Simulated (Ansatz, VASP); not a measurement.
# TiGe: VASP beside Ansatz

```
Ti Ge
1.0
     0.00000    2.88008    2.88008
     2.88008    0.00000    2.88008
     2.88008    2.88008    0.00000
Ti Ge
1 1
Cartesian
  0.0000 0.0000 0.0000
  1.4400 1.4400 1.4400
```

Alike in both runs: task single point; functional PBEsol; k mesh 6 × 6 × 6; occupations gaussian, width 0.05 eV; no spin polarisation.

|  | VASP | Ansatz |
| --- | --- | --- |
| version | VASP 6.6.1 | Ansatz 0.2.0 |
| potentials or method | VASP PAW PBE potentials, release 64 (Ti_sv, Ge_d), cutoff 500 eV | scalar-relativistic, plane waves, PAW |
| valence electrons in the cell | 26 | 26 |

```tsv
	VASP	Ansatz	Ansatz less VASP
gap on the k mesh at the Fermi level (eV)	0.15	0.15	-0.002
least direct gap on the mesh (eV)	0.15	0.15	-0.002
pressure (GPa)	0.1	0.0	-0.09
```

VASP's potentials were made for PBE, not for PBEsol. The functional is the same, so the differences come from potentials, cutoffs and numerics.
